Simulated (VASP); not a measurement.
# YCu (Pm-3m) in VASP: single point with LDA

Aim: the single point of YCu with LDA.

All numbers are computed with VASP 6.6.1; they aren't measurements. Logs are shortened: lines on timing, memory, paths and dates and some standing lists are left out, and cuts for length are marked.

**1. The cell of the first run**

It takes space group Pm-3m (No. 221, cubic). The conventional cell has a = 3.458 Å, b = 3.458 Å, c = 3.458 Å, α = 90.00°, β = 90.00°, γ = 90.00°. Within 3.9 Å of Y (site symmetry m-3m) lie 8 Cu at 2.99 Å and 6 Y at 3.46 Å. Within 3.9 Å of Cu (site symmetry m-3m) lie 8 Y at 2.99 Å and 6 Cu at 3.46 Å.

**2. Single point, LDA**

Input file INCAR:

```
SYSTEM = YCu
  PREC = Accurate
  ENCUT = 600
  EDIFF = 1E-6
  ISMEAR = -1
  SIGMA = 0.0544
  LREAL = .FALSE.
  LASPH = .TRUE.
  NELM = 120
  ALGO = Normal
  ISIF = 2
  LWAVE = .FALSE.
  LCHARG = .FALSE.
  GGA = CA
  NBANDS = 18
  GGA_COMPAT = .FALSE.
```

Input file KPOINTS:

```
Automatic mesh
0
G
  8 8 8
  0 0 0
```

Input file POSCAR:

```
YCu
1.0
    3.4581153900      0.0000000000      0.0000000000
    0.0000000000      3.4581153900      0.0000000000
    0.0000000000      0.0000000000      3.4581153900
Y Cu
1 1
Direct
    0.0000000000      0.0000000000      0.0000000000
    0.5000000000      0.5000000000      0.5000000000
```

Potentials or basis: VASP PAW LDA potentials, release 64 (Y_sv, Cu).

The run is started by

```
> cat potpaw_LDA.64/Y_sv/POTCAR potpaw_LDA.64/Cu/POTCAR > POTCAR
> mpirun -np 1 vasp_std > vasp.out
```

OUTCAR:

```text
SYSTEM = YCu
   PREC = Accurate
   ENCUT = 600
   EDIFF = 1E-6
   ISMEAR = -1
   LREAL = .FALSE.
   LASPH = .TRUE.
   NELM = 120
   ISIF = 2
   GGA = CA

 ion  position               nearest neighbor table
   1  0.000  0.000  0.000-   2 2.99   2 2.99   2 2.99   2 2.99   2 2.99   2 2.99   2 2.99   2 2.99

   2  0.500  0.500  0.500-   1 2.99   1 2.99   1 2.99   1 2.99   1 2.99   1 2.99   1 2.99   1 2.99

  LATTYP: Found a simple cubic cell.
 ALAT       =     3.4581153900

  Lattice vectors:

 A1 = (   3.4581153900,   0.0000000000,   0.0000000000)
 A2 = (   0.0000000000,   3.4581153900,   0.0000000000)
 A3 = (   0.0000000000,   0.0000000000,   3.4581153900)

Analysis of symmetry for initial positions (statically):
=====================================================================
 Subroutine PRICEL returns:
 Original cell was already a primitive cell.

 Routine SETGRP: Setting up the symmetry group for a
 simple cubic supercell.

 Subroutine GETGRP returns: Found 48 space group operations
 (whereof 48 operations were pure point group operations)
 out of a pool of 48 trial point group operations.

The static configuration has the point symmetry O_h .

Analysis of symmetry for dynamics (positions and initial velocities):
=====================================================================
 Subroutine PRICEL returns:
 Original cell was already a primitive cell.

 Routine SETGRP: Setting up the symmetry group for a
 simple cubic supercell.

 Subroutine GETGRP returns: Found 48 space group operations
 (whereof 48 operations were pure point group operations)
 out of a pool of 48 trial point group operations.

The dynamic configuration has the point symmetry O_h .

 Subroutine INISYM returns: Found 48 space group operations
 (whereof 48 operations are pure point group operations),
 and found     1 'primitive' translations

----------------------------------------------------------------------------------------

                                     Primitive cell

  volume of cell :      41.3541

  direct lattice vectors                    reciprocal lattice vectors
     3.458115390  0.000000000  0.000000000     0.289174850  0.000000000  0.000000000
     0.000000000  3.458115390  0.000000000     0.000000000  0.289174850  0.000000000
     0.000000000  0.000000000  3.458115390     0.000000000  0.000000000  0.289174850

  length of vectors
     3.458115390  3.458115390  3.458115390     0.289174850  0.289174850  0.289174850

  position of ions in fractional coordinates (direct lattice)
     0.000000000  0.000000000  0.000000000
     0.500000000  0.500000000  0.500000000

  ion indices of the primitive-cell ions
   primitive index   ion index
                 1           1
                 2           2

----------------------------------------------------------------------------------------

 KPOINTS: Automatic mesh

Automatic generation of k-mesh.
 Grid dimensions read from file:
 generate k-points for:    8    8    8

 Generating k-lattice:

  Cartesian coordinates                     Fractional coordinates (reciprocal lattice)
     0.036146856  0.000000000  0.000000000     0.125000000  0.000000000  0.000000000
     0.000000000  0.036146856  0.000000000     0.000000000  0.125000000  0.000000000
     0.000000000  0.000000000  0.036146856     0.000000000  0.000000000  0.125000000

  Length of vectors
     0.036146856  0.036146856  0.036146856

  Shift w.r.t. Gamma in fractional coordinates (k-lattice)
     0.000000000  0.000000000  0.000000000

 Subroutine IBZKPT returns following result:
 ===========================================

 Found     35 irreducible k-points:

 Following reciprocal coordinates:
            Coordinates               Weight
  0.000000  0.000000  0.000000      1.000000
  0.125000  0.000000  0.000000      6.000000
  0.250000  0.000000  0.000000      6.000000
  0.375000  0.000000  0.000000      6.000000
  0.500000  0.000000  0.000000      3.000000
  0.125000  0.125000  0.000000     12.000000
[... 16 lines left out ...]
  0.375000  0.375000  0.125000     24.000000
  0.500000  0.375000  0.125000     24.000000
 [... further k-points ...]
   k-points           NKPTS =     35   k-points in BZ     NKDIM =     35   number of bands    NBANDS=     18
   number of dos      NEDOS =    301   number of ions     NIONS =      2
   total plane-waves  NPLWV =  21952
   dimension x,y,z NGX =    28 NGY =   28 NGZ =   28
   dimension x,y,z NGXF=    56 NGYF=   56 NGZF=   56
   ions per type =               1   1
   NGX,Y,Z   is equivalent  to a cutoff of  13.46, 13.46, 13.46 a.u.
   NGXF,Y,Z  is equivalent  to a cutoff of  26.92, 26.92, 26.92 a.u.
 SYSTEM =  YCu
   PREC   = accura    normal or accurate (medium, high low for compatibility)
   ISTART =      0    job   : 0-new  1-cont  2-samecut
   ICHARG =      2    charge: 1-file 2-atom 10-const
   ISPIN  =      1    spin polarized calculation?
   LNONCOLLINEAR =      F non collinear calculations
   LSORBIT =      F    spin-orbit coupling
   LASPH  =      T    aspherical Exc in radial PAW
   ENCUT  =  600.0 eV  44.10 Ry    6.64 a.u.   6.91  6.91  6.91*2*pi/ulx,y,z
   NELM   =    120;   NELMIN=  2; NELMDL= -5     # of ELM steps
   EDIFF  = 0.1E-05   stopping-criterion for ELM
   LREAL  =      F    real-space projection
   EDIFFG = 0.1E-04   stopping-criterion for IOM
   NSW    =      0    number of steps for IOM
   IBRION =     -1    ionic relax: 0-MD 1-quasi-New 2-CG
   NFREE  =      0    steps in history (QN), initial steepest desc. (CG)
   ISIF   =      2    stress and relaxation
   ISYM   =      2    0-nonsym 1-usesym 2-fastsym
   POTIM  = 0.5000    time-step for ionic-motion
   TEBEG  =    0.0;   TEEND  =   0.0 temperature during run
   PSTRESS=    0.0 pullay stress
   NELECT =      22.0000    total number of electrons
   NUPDOWN=      -1.0000    fix difference up-down
   EMIN   =  10.00;   EMAX   =-10.00  energy-range for DOS
   EFERMI =   0.00;   METHOD = LEGACY
   ISMEAR =    -1;   SIGMA  =   0.05  broadening in eV -4-tet -1-fermi 0-gaus
   EFERMI_NEDOS =   21; number of points for ismear=-14 and -15
   IALGO  =     38    algorithm
   IMIX   =      4    mixing-type and parameters
     AMIX     =   0.40;   BMIX     =  1.00
     AMIX_MAG =   1.60;   BMIX_MAG =  1.00
  volume/ion in A,a.u.               =      20.68       139.54
  Fermi-wavevector in a.u.,A,eV,Ry     =   1.326507  2.506735 23.941098  1.759621
  Thomas-Fermi vector in A             =   2.455889
   LORBIT       =      0    0 simple, 1 ext, 2 COOP (PROOUT), +10 PAW based schemes
   GGA     = CA    functional components
   LHFCALC =     F    Hartree Fock is set to
   AEXX    =    0.0000 exact exchange contribution
   IVDW    =     0    specifies the selected vdW correction
   LEPSILON=     F    determine dielectric tensor
   LRPA    =     F    only Hartree local field effects (RPA)
 non-spin polarized calculation
  energy-cutoff  :      600.00
  volume of cell :       41.35
 maximum number of plane-waves:      1406
 NGX is ok and might be reduce to    28
   NGX = 13   NGY = 13   NGZ = 13

 number of electron      22.0000018 magnetization

 Free energy of the ion-electron system (eV)
  ---------------------------------------------------
  ext. energy  EPLUGINS =         0.00000000
  ---------------------------------------------------
  free energy    TOTEN  =       -12.06385084 eV

  energy without entropy =      -12.04818710  energy(sigma->0) =      -12.05601897

 E-fermi :   4.6737     XC(G=0): -10.9856

 val. band max:        4.6400129916   @ k =   0.2500   0.0000   0.0000
 cond. band min:       4.6833472701   @ k =   0.2500   0.1250   0.0000
 fundamental gap:      0.0433342785
 Fermi energy:         4.6736746945

 k-point     1 :       0.0000    0.0000    0.0000
  band No.  band energies     occupation
      1     -37.8508      2.00000
      2     -17.7744      2.00000
      3     -17.7744      2.00000
      4     -17.7744      2.00000
      5      -1.9231      2.00000
      6       0.9224      2.00000
[... 10 lines left out ...]
     17      10.6276      0.00000
     18      10.6276      0.00000

 k-point     2 :       0.1250    0.0000    0.0000
  band No.  band energies     occupation
      1     -37.8455      2.00000
      2     -17.8455      2.00000
      3     -17.7685      2.00000
      4     -17.7685      2.00000
      5      -1.6632      2.00000
      6       0.9749      2.00000
[... 10 lines left out ...]
     17      11.7338      0.00000
     18      11.7338      0.00000

 k-point     3 :       0.2500    0.0000    0.0000
  band No.  band energies     occupation
      1     -37.8326      2.00000
      2     -18.0130      2.00000
      3     -17.7544      2.00000
      4     -17.7544      2.00000
      5      -0.9348      2.00000
      6       1.1073      2.00000
[... 10 lines left out ...]
     17      13.3766      0.00000
     18      13.3766      0.00000

 k-point     4 :       0.3750    0.0000    0.0000
  band No.  band energies     occupation
      1     -37.8196      2.00000
      2     -18.1748      2.00000
      3     -17.7402      2.00000
      4     -17.7402      2.00000
      5       0.1183      2.00000
      6       1.2489      2.00000
[... 375 lines left out ...]
      4     -17.7772      2.00000
      5       0.8609      2.00000
      6       1.1404      2.00000
[... 10 lines left out ...]
     17      12.5446      0.00000
     18      13.9781      0.00000

 k-point    23 :       0.3750    0.3750    0.1250
  band No.  band energies     occupation
      1     -37.7846      2.00000
      2     -18.1109      2.00000
      3     -18.1019      2.00000
      4     -17.7679      2.00000
      5       0.6833      2.00000
      6       1.0899      2.00000
[... 10 lines left out ...]
     17      11.6300      0.00000
     18      13.3465      0.00000

 k-point    24 :       0.5000    0.3750    0.1250
  band No.  band energies     occupation
      1     -37.7795      2.00000
      2     -18.1676      2.00000
      3     -18.0963      2.00000
      4     -17.7613      2.00000
      5       0.6703      2.00000
      6       1.0406      2.00000
[... 10 lines left out ...]
     17      11.3837      0.00000
     18      13.1372      0.00000

 [... further k-points ...]

------------------------ aborting loop because EDIFF is reached ----------------------------------------

  FORCE on cell =-STRESS in cart. coord.  units (eV):
  Direction    XX          YY          ZZ          XY          YZ          ZX
  --------------------------------------------------------------------------------------
  -------------------------------------------------------------------------------------
  Total       -1.2469744     -1.2469744     -1.2469744      0.0000000      0.0000000      0.0000000
  in kB      -48.3114045    -48.3114045    -48.3114045      0.0000000      0.0000000      0.0000000
  external PRESSURE =     -48.3114045 kB  Pullay stress =       0.0000000 kB

 VOLUME and BASIS-vectors are now :
 -----------------------------------------------------------------------------
  energy-cutoff  :      600.00
  volume of cell :       41.35
      direct lattice vectors                 reciprocal lattice vectors
     3.458115390  0.000000000  0.000000000     0.289174850  0.000000000  0.000000000
     0.000000000  3.458115390  0.000000000     0.000000000  0.289174850  0.000000000
     0.000000000  0.000000000  3.458115390     0.000000000  0.000000000  0.289174850

 POSITION                                       TOTAL-FORCE (eV/Angst)
 -----------------------------------------------------------------------------------
      0.00000      0.00000      0.00000         0.000000      0.000000      0.000000
      1.72906      1.72906      1.72906         0.000000      0.000000      0.000000
 -----------------------------------------------------------------------------------
    total drift:                                0.000000      0.000000      0.000000

  FREE ENERGIE OF THE ION-ELECTRON SYSTEM (eV)
  ---------------------------------------------------
  free  energy   TOTEN  =       -12.0638508448 eV

  energy  without entropy=      -12.0481871004  energy(sigma->0) =      -12.05601897
```

It took 55 s on 1 thread of Intel Xeon 8259CL, shared host; peak memory 0.18 GiB.

What came out:

```
Free energy            : -12.0639 eV
Pressure               : -4.8 GPa
Band gap on the k mesh : zero (bands 11 and 12 overlap by 2.34 eV)
```

Caveat: the cell stands under tension.

The gap in the log of VASP goes by the Fermi energy; the results here count the filled bands.